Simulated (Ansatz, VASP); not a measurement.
**MgO in VASP and in Ansatz**

The input INCAR:

```
SYSTEM = MgO
ALGO = Normal ; EDIFF = 1E-6
ENCUT = 520 ; GGA = PE
ISIF = 2 ; ISMEAR = 0
LASPH = .True. ; LCHARG = .False.
LREAL = .False. ; LWAVE = .False.
NBANDS = 26 ; NELM = 80
PREC = Accurate ; SIGMA = 0.05
```

Contents of KPOINTS:

```
k-points
0
Gamma
  9 9 2
  0 0 0
```

Contents of POSCAR:

```
MgO
1.0
    3.2803754002      0.0000000000      0.0000000000
   -1.6401877001      2.8408884305      0.0000000000
    0.0000000000      0.0000000000     10.5147056238
Mg O
4 4
Direct
    0.3333333333      0.6666666667      0.9694791811
    0.0000000000      0.0000000000      0.2208070585
    0.0000000000      0.0000000000      0.7208070585
    0.6666666667      0.3333333333      0.4694791811
    0.3333333333      0.6666666667      0.7800540723
   -0.2011964850      0.0000000000      0.5715040230
    0.0000000000      0.0000000000      0.0296578681
    0.6666666667      0.3333333333      0.2800540723
```

Input for Ansatz:

```yaml
crystal:
  lattice:
    - [3.2803754002, 0.0, 0.0]
    - [-1.6401877001, 2.8408884305, 0.0]
    - [0.0, 0.0, 10.5147056238]
  atoms:
    - { symbol: Mg, position: [0.3333333333, 0.6666666667, 0.9694791811] }
    - { symbol: Mg, position: [0.0, 0.0, 0.2208070585] }
    - { symbol: Mg, position: [0.0, 0.0, 0.7208070585] }
    - { symbol: Mg, position: [0.6666666667, 0.3333333333, 0.4694791811] }
    - { symbol: O, position: [0.3333333333, 0.6666666667, 0.7800540723] }
    - { symbol: O, position: [-0.201196485, 0.0, 0.571504023] }
    - { symbol: O, position: [0.0, 0.0, 0.0296578681] }
    - { symbol: O, position: [0.6666666667, 0.3333333333, 0.2800540723] }
basis:
  ecutwfc: 420
kpoints:
  mp_grid: { grid: [9, 9, 2] }
hamiltonian:
  xc: pbe
  pseudopotentials: { kind: paw, azcp: { folder: soft_1 } }
scf:
  occupations: { method: gaussian, width: 0.05 }
output:
  forces: true
  stress: true
  eigenvalues: true
```

Alike in both runs: task single point; functional PBE; k mesh 9 × 9 × 2; occupations gaussian, width 0.05 eV; no spin polarisation.

|  | VASP | Ansatz |
| --- | --- | --- |
| version | VASP 6.6.1 | Ansatz 0.2.0 |
| potentials or method | VASP PAW PBE potentials, release 64 (Mg, O), cutoff 520 eV | scalar-relativistic, plane waves, PAW |
| valence electrons in the cell | 32 | 64 |

Ansatz gave:

| Item | Value |
| --- | --- |
| gap on the k mesh at the Fermi level (eV) | 1.46 |
| least direct gap on the mesh (eV) | 1.46 |
| pressure (GPa) | 6.7 |
| traceless stress, the component that is largest in VASP (GPa) | 7.62 |
| rms of the force components (eV/Å) | 1.721 |

**Question.** What did VASP give for the same quantities?

**Answer.** gap on the k mesh at the Fermi level (eV): 1.42; least direct gap on the mesh (eV): 1.42; pressure (GPa): 6.5; traceless stress, the component that is largest in VASP (GPa): 7.82; rms of the force components (eV/Å): 1.753.

Atom by atom the forces differ by 0.035 eV/Å (rms over components). VASP's potentials hold 32 valence electrons a cell and Ansatz's 64, so a difference there can come from the potentials and not from the codes.
